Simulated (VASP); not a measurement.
# HC17 in VASP: single point with PBE+D3(BJ)

Aim: the single point of HC17 with PBE+D3(BJ).

All numbers are computed with VASP 6.6.1; they aren't measurements. Logs are shortened: lines on timing, memory, paths and dates and some standing lists are left out, and cuts for length are marked.

**1. The cell of the first run**

The cell holds a slab with vacuum, 36 atoms: a = 9.860 Å, b = 9.860 Å, c = 20.368 Å, α = 90.00°, β = 90.00°, γ = 120.00°.

**2. Single point, PBE+D3(BJ)**

INCAR reads:

```
SYSTEM = HC17
PREC = Accurate
ENCUT = 520
EDIFF = 1E-6
ISMEAR = 0
SIGMA = 0.05
LREAL = Auto
LASPH = .TRUE.
NELM = 80
ALGO = Normal
ISIF = 2
LWAVE = .FALSE.
LCHARG = .FALSE.
LDIPOL = .TRUE.
IDIPOL = 3
DIPOL = 0.5 0.5 0.411
GGA = PE
IVDW = 12
NBANDS = 93
```

KPOINTS reads:

```
regular mesh
0
G
  2 2 1
  0 0 0
```

POSCAR reads:

```
HC17
1.0
    9.8601980332      0.0000000000      0.0000000000
   -4.9300990166      8.5391819831      0.0000000000
    0.0000000000      0.0000000000     20.3682100064
C H
34 2
Direct
    0.4166666667      0.3333333333      0.3927689276
    0.4166777650      0.5833693188      0.3928788774
    0.4166351655      0.8333844409      0.3925035468
    0.4166411766      0.0833031252      0.3923961673
    0.6666683054      0.3333553499      0.3928093351
    0.6667116030      0.5833613845      0.3927918916
    0.6666593072      0.8333446978      0.3928617757
    0.6666486218      0.0833493640      0.3928162249
    0.9166537406      0.3333681111      0.3928418185
    0.9167209765      0.5834049625      0.3923771333
    0.9167168430      0.8333263002      0.3922856404
    0.9166537209      0.0833370898      0.3928091036
    0.1666723157      0.3333660987      0.3928933110
    0.1666456978      0.5834167234      0.3924986449
    0.1666908141      0.8333376492      0.3915385602
    0.1666682540      0.0832768310      0.3922977920
    0.3333571422      0.1666597255      0.3924905274
    0.3333448037      0.4166907969      0.3928672468
    0.3333347528      0.6667202950      0.3926595499
    0.3332553344      0.9166466920      0.3920178929
    0.5833056984      0.1666726673      0.3927280562
    0.5833437375      0.4166890391      0.3928159224
    0.5833546722      0.6666834813      0.3928703830
    0.5833127515      0.9166819008      0.3927916331
    0.8333158557      0.1666888652      0.3929004878
    0.8333535171      0.4167411081      0.3927346423
    0.8333694781      0.6666771912      0.3924866081
    0.8333501894      0.9166466581      0.3927048760
    0.0833435740      0.1666623049      0.3927363519
    0.0833296819      0.4167156367      0.3928273105
    0.0833644655      0.6667766828      0.3919700660
    0.0833741937      0.9166147850      0.3917749793
    0.1385694160      0.7680710882      0.5632178941
    0.1060588935      0.8701808383      0.5565915051
    0.1676305578      0.6774996032      0.5687296077
    0.0773978304      0.9607904062      0.5501426169
```

Potentials or basis: VASP PAW PBE potentials, release 64 (C, H).

On the command line:

```bash
cat potpaw_PBE.64/C/POTCAR potpaw_PBE.64/H/POTCAR > POTCAR
mpirun -np 1 vasp_std > vasp.out
```

OUTCAR:

```text
SYSTEM = HC17
   PREC = Accurate
   ENCUT = 520
   EDIFF = 1E-6
   ISMEAR = 0
   LREAL = Auto
   LASPH = .TRUE.
   NELM = 80
   ISIF = 2
   GGA = PE
   IVDW = 12
 IVDW          = 12

 ion  position               nearest neighbor table
   1  0.417  0.333  0.393-  17 1.42  22 1.42  18 1.42
   2  0.417  0.583  0.393-  23 1.42  18 1.42  19 1.42
   3  0.417  0.833  0.393-  20 1.42  19 1.42  24 1.42
   4  0.417  0.083  0.392-  17 1.42  20 1.42  21 1.42
   5  0.667  0.333  0.393-  22 1.42  21 1.42  26 1.42
   6  0.667  0.583  0.393-  27 1.42  22 1.42  23 1.42
[... 24 lines left out ...]
  31  0.083  0.667  0.392-  15 1.42  14 1.42  10 1.42
  32  0.083  0.917  0.392-  15 1.42  11 1.42  16 1.42
  33  0.139  0.768  0.563-  35 1.07  34 1.21
  34  0.106  0.870  0.557-  36 1.07  33 1.21
  35  0.168  0.677  0.569-  33 1.07
  36  0.077  0.961  0.550-  34 1.07

  LATTYP: Found a hexagonal cell.
 ALAT       =     9.8601980332
 C/A-ratio  =     2.0656998914

  Lattice vectors:

 A1 = (   9.8601980332,   0.0000000000,   0.0000000000)
 A2 = (  -4.9300990166,   8.5391819831,   0.0000000000)
 A3 = (   0.0000000000,   0.0000000000,  20.3682100064)

Analysis of symmetry for initial positions (statically):
=====================================================================
 Subroutine PRICEL returns:
 Original cell was already a primitive cell.

 Routine SETGRP: Setting up the symmetry group for a
 hexagonal supercell.

 Subroutine GETGRP returns: Found  1 space group operations
 (whereof  1 operations were pure point group operations)
 out of a pool of 24 trial point group operations.

The static configuration has the point symmetry C_1 .

Analysis of symmetry for dynamics (positions and initial velocities):
=====================================================================
 Subroutine PRICEL returns:
 Original cell was already a primitive cell.

 Routine SETGRP: Setting up the symmetry group for a
 hexagonal supercell.

 Subroutine GETGRP returns: Found  1 space group operations
 (whereof  1 operations were pure point group operations)
 out of a pool of 24 trial point group operations.

The dynamic configuration has the point symmetry C_1 .

 Subroutine INISYM returns: Found  1 space group operations
 (whereof  1 operations are pure point group operations),
 and found     1 'primitive' translations

----------------------------------------------------------------------------------------

                                     Primitive cell

  volume of cell :    1714.9631

  direct lattice vectors                    reciprocal lattice vectors
     9.860198033  0.000000000  0.000000000     0.101417841  0.058553618  0.000000000
    -4.930099017  8.539181983  0.000000000     0.000000000  0.117107236  0.000000000
     0.000000000  0.000000000 20.368210006     0.000000000  0.000000000  0.049096116

  length of vectors
     9.860198033  9.860198033 20.368210006     0.117107236  0.117107236  0.049096116

  position of ions in fractional coordinates (direct lattice)
     0.416666667  0.333333333  0.392768928
     0.416677765  0.583369319  0.392878877
     0.416635165  0.833384441  0.392503547
     0.416641177  0.083303125  0.392396167
     0.666668305  0.333355350  0.392809335
     0.666711603  0.583361385  0.392791892
[... 28 lines left out ...]
     0.167630558  0.677499603  0.568729608
     0.077397830  0.960790406  0.550142617

  ion indices of the primitive-cell ions
   primitive index   ion index
                 1           1
                 2           2
                 3           3
                 4           4
                 5           5
                 6           6
[... 28 lines left out ...]
                35          35
                36          36

----------------------------------------------------------------------------------------

 KPOINTS: regular mesh

Automatic generation of k-mesh.
 Grid dimensions read from file:
 generate k-points for:    2    2    1

 Generating k-lattice:

  Cartesian coordinates                     Fractional coordinates (reciprocal lattice)
     0.050708921  0.029276809  0.000000000     0.500000000  0.000000000  0.000000000
     0.000000000  0.058553618  0.000000000     0.000000000  0.500000000  0.000000000
     0.000000000  0.000000000  0.049096116     0.000000000  0.000000000  1.000000000

  Length of vectors
     0.058553618  0.058553618  0.049096116

  Shift w.r.t. Gamma in fractional coordinates (k-lattice)
     0.000000000  0.000000000  0.000000000

 Subroutine IBZKPT returns following result:
 ===========================================

 Found      4 irreducible k-points:

 Following reciprocal coordinates:
            Coordinates               Weight
  0.000000  0.000000  0.000000      1.000000
  0.500000  0.000000  0.000000      1.000000
  0.000000  0.500000  0.000000      1.000000
  0.500000  0.500000  0.000000      1.000000
   k-points           NKPTS =      4   k-points in BZ     NKDIM =      4   number of bands    NBANDS=     93
   number of dos      NEDOS =    301   number of ions     NIONS =     36
   total plane-waves  NPLWV = ******
   dimension x,y,z NGX =    80 NGY =   80 NGZ =  160
   dimension x,y,z NGXF=   160 NGYF=  160 NGZF=  320
   ions per type =              34   2
   NGX,Y,Z   is equivalent  to a cutoff of  13.49, 13.49, 13.06 a.u.
   NGXF,Y,Z  is equivalent  to a cutoff of  26.98, 26.98, 26.12 a.u.
 SYSTEM =  HC17
   PREC   = accura    normal or accurate (medium, high low for compatibility)
   ISTART =      0    job   : 0-new  1-cont  2-samecut
   ICHARG =      2    charge: 1-file 2-atom 10-const
   ISPIN  =      1    spin polarized calculation?
   LNONCOLLINEAR =      F non collinear calculations
   LSORBIT =      F    spin-orbit coupling
   LASPH  =      T    aspherical Exc in radial PAW
   ENCUT  =  520.0 eV  38.22 Ry    6.18 a.u.  18.33 18.33 37.87*2*pi/ulx,y,z
   NELM   =     80;   NELMIN=  2; NELMDL= -5     # of ELM steps
   EDIFF  = 0.1E-05   stopping-criterion for ELM
   LREAL  =      T    real-space projection
   EDIFFG = 0.1E-04   stopping-criterion for IOM
   NSW    =      0    number of steps for IOM
   IBRION =     -1    ionic relax: 0-MD 1-quasi-New 2-CG
   NFREE  =      0    steps in history (QN), initial steepest desc. (CG)
   ISIF   =      2    stress and relaxation
   ISYM   =      2    0-nonsym 1-usesym 2-fastsym
   POTIM  = 0.5000    time-step for ionic-motion
   TEBEG  =    0.0;   TEEND  =   0.0 temperature during run
   PSTRESS=    0.0 pullay stress
   NELECT =     138.0000    total number of electrons
   NUPDOWN=      -1.0000    fix difference up-down
   EMIN   =  10.00;   EMAX   =-10.00  energy-range for DOS
   EFERMI =   0.00;   METHOD = LEGACY
   ISMEAR =     0;   SIGMA  =   0.05  broadening in eV -4-tet -1-fermi 0-gaus
   EFERMI_NEDOS =   21; number of points for ismear=-14 and -15
   IALGO  =     38    algorithm
   IMIX   =      4    mixing-type and parameters
     AMIX     =   0.40;   BMIX     =  1.00
     AMIX_MAG =   1.60;   BMIX_MAG =  1.00
  volume/ion in A,a.u.               =      47.64       321.48
  Fermi-wavevector in a.u.,A,eV,Ry     =   0.706778  1.335616  6.796586  0.499535
  Thomas-Fermi vector in A             =   1.792649
   LORBIT       =      0    0 simple, 1 ext, 2 COOP (PROOUT), +10 PAW based schemes
   GGA     = PE    functional components
   LHFCALC =     F    Hartree Fock is set to
   AEXX    =    0.0000 exact exchange contribution
   IVDW    =    12    specifies the selected vdW correction
   LEPSILON=     F    determine dielectric tensor
   LRPA    =     F    only Hartree local field effects (RPA)
 non-spin polarized calculation
 Gauss-broadening in eV      SIGMA  =   0.05
  energy-cutoff  :      520.00
  volume of cell :     1714.96
 maximum number of plane-waves:     46186
 NGX is ok and might be reduce to    80
   NGX = 37   NGY = 37   NGZ = 75

 dipolmoment           0.000000      0.000000     -0.000159 electrons x Angstroem

 number of electron     137.9999995 magnetization

 dipolmoment           0.000000      0.000000      0.013129 electrons x Angstroem

 Free energy of the ion-electron system (eV)
  ---------------------------------------------------
  ext. energy  EPLUGINS =         0.00000000
  ---------------------------------------------------
  free energy    TOTEN  =      -318.17548874 eV

  energy without entropy =     -318.17548874  energy(sigma->0) =     -318.17548874

 E-fermi :  -3.4023     XC(G=0):  -2.4142

 val. band max:       -3.6737739428   @ k =   0.5000   0.0000   0.0000
 cond. band min:      -1.7138868013   @ k =   0.5000   0.0000   0.0000
 fundamental gap:      1.9598871415
 Fermi energy:        -3.4023161189

 k-point     1 :       0.0000    0.0000    0.0000
  band No.  band energies     occupation
      1     -22.1885      2.00000
      2     -20.7299      2.00000
      3     -20.7285      2.00000
      4     -20.7245      2.00000
      5     -20.7226      2.00000
      6     -20.7146      2.00000
[... 73 lines left out ...]
     80       1.0371      0.00000
     81       1.1244      0.00000

 k-point     2 :       0.5000    0.0000    0.0000
  band No.  band energies     occupation
      1     -21.8203      2.00000
      2     -21.8190      2.00000
      3     -21.0884      2.00000
      4     -21.0842      2.00000
      5     -19.6449      2.00000
      6     -19.6445      2.00000
[... 73 lines left out ...]
     80       1.1485      0.00000
     81       1.1939      0.00000

 k-point     3 :       0.0000    0.5000    0.0000
  band No.  band energies     occupation
      1     -21.8234      2.00000
      2     -21.8158      2.00000
      3     -21.0875      2.00000
      4     -21.0852      2.00000
      5     -19.6445      2.00000
      6     -19.6434      2.00000
[... 73 lines left out ...]
     80       1.1885      0.00000
     81       1.2816      0.00000

 k-point     4 :       0.5000    0.5000    0.0000
  band No.  band energies     occupation
      1     -21.8262      2.00000
      2     -21.8130      2.00000
      3     -21.0867      2.00000
      4     -21.0862      2.00000
      5     -19.6443      2.00000
      6     -19.6435      2.00000
[... 73 lines left out ...]
     80       1.2028      0.00000
     81       1.2415      0.00000
 [bands above 81 left out]

------------------------ aborting loop because EDIFF is reached ----------------------------------------

 vacuum level on the upper side and lower side of the slab       (xc-potential included)        -0.059        -0.077

 Edisp (eV)   -3.04849

 E8    (eV) :    -0.9402

  FORCE on cell =-STRESS in cart. coord.  units (eV):
  Direction    XX          YY          ZZ          XY          YZ          ZX
  --------------------------------------------------------------------------------------
  -------------------------------------------------------------------------------------
  Total       1.44941     1.43483    -0.37304     0.07232     0.01315    -0.02883
  in kB       1.35409     1.34047    -0.34850     0.06757     0.01229    -0.02693
  external pressure =        0.78 kB  Pullay stress =        0.00 kB

 VOLUME and BASIS-vectors are now :
 -----------------------------------------------------------------------------
  energy-cutoff  :      520.00
  volume of cell :     1714.96
      direct lattice vectors                 reciprocal lattice vectors
     9.860198033  0.000000000  0.000000000     0.101417841  0.058553618  0.000000000
    -4.930099017  8.539181983  0.000000000     0.000000000  0.117107236  0.000000000
     0.000000000  0.000000000 20.368210006     0.000000000  0.000000000  0.049096116

 POSITION                                       TOTAL-FORCE (eV/Angst)
 -----------------------------------------------------------------------------------
      2.46505      2.84639      8.00000         0.004019      0.002218      0.008743
      1.23246      4.98150      8.00224        -0.000232     -0.001517      0.004658
     -0.00056      7.11642      7.99459         0.002700     -0.001190      0.000787
      3.69747      0.71134      7.99241        -0.000681      0.002350     -0.002019
      4.93001      2.84658      8.00082        -0.000006     -0.002418      0.003787
      3.69788      4.98143      8.00047        -0.000830     -0.002429      0.004656
[... 28 lines left out ...]
     -1.68727      5.78529     11.58400        -0.041837      0.042746     -0.014631
     -3.97363      8.20436     11.20542         0.034677     -0.038201      0.003473
 -----------------------------------------------------------------------------------
    total drift:                                0.007210     -0.019312      0.250666

  FREE ENERGIE OF THE ION-ELECTRON SYSTEM (eV)
  ---------------------------------------------------
  free  energy   TOTEN  =      -321.2239785835 eV

  energy  without entropy=     -321.2239785835  energy(sigma->0) =     -321.22397858

 vacuum level on the upper side and lower side of the slab         1.589         1.569
```

Wall time 60 min (1 thread of Intel Xeon 8259CL, shared host); peak memory 1.9 GiB.

Results:

```
Free energy                : -321.2240 eV
Largest force              : 0.062 eV/Å
Band gap on the k mesh     : 1.96 eV
Dispersion energy per atom : -0.085 eV
```

Forces in eV/Å, atoms in the order of the input:
```
C    0.004  0.002  0.009
C    0.000 -0.002  0.005
C    0.003 -0.001  0.001
C   -0.001  0.002 -0.002
C    0.000 -0.002  0.004
C   -0.001 -0.002  0.005
C    0.000  0.001  0.004
C    0.000  0.000  0.003
C    0.000 -0.002  0.003
C   -0.001 -0.001 -0.002
C    0.001  0.000 -0.003
C    0.000  0.000  0.004
C    0.000 -0.002  0.005
C    0.003  0.000  0.000
C   -0.007  0.004 -0.011
C    0.003  0.000 -0.003
C   -0.004  0.001  0.000
C    0.001  0.000  0.004
C    0.003 -0.002  0.001
C    0.002  0.005 -0.004
C    0.002  0.000  0.002
C    0.001  0.001  0.002
C    0.000  0.000  0.004
C    0.001  0.000  0.005
C    0.001  0.000  0.005
C    0.001 -0.003  0.003
C   -0.001  0.000  0.000
C   -0.003  0.004  0.001
C    0.000  0.001  0.003
C    0.001 -0.001  0.003
C   -0.001 -0.002 -0.005
C    0.001  0.000 -0.008
C    0.032 -0.038 -0.015
C   -0.035  0.033 -0.013
H   -0.042  0.043 -0.015
H    0.035 -0.038  0.003
```

Levels at points of the mesh, in eV from the valence-band top:
| k point | band 67 | band 68 | band 69 | band 70 | band 71 | band 72 |
| --- | --- | --- | --- | --- | --- | --- |
| (0.00, 0.00, 0.00) | -1.35 | -1.35 | -1.33 | 2.69 | 2.69 | 2.69 |
| (0.50, 0.00, 0.00) | -1.53 | -0.01 | 0.00 | 1.96 | 1.97 | 3.23 |
| (0.00, 0.50, 0.00) | -1.51 | -0.01 | 0.00 | 1.96 | 1.97 | 3.24 |
| (0.50, 0.50, 0.00) | -1.49 | -0.01 | -0.01 | 1.96 | 1.96 | 3.23 |
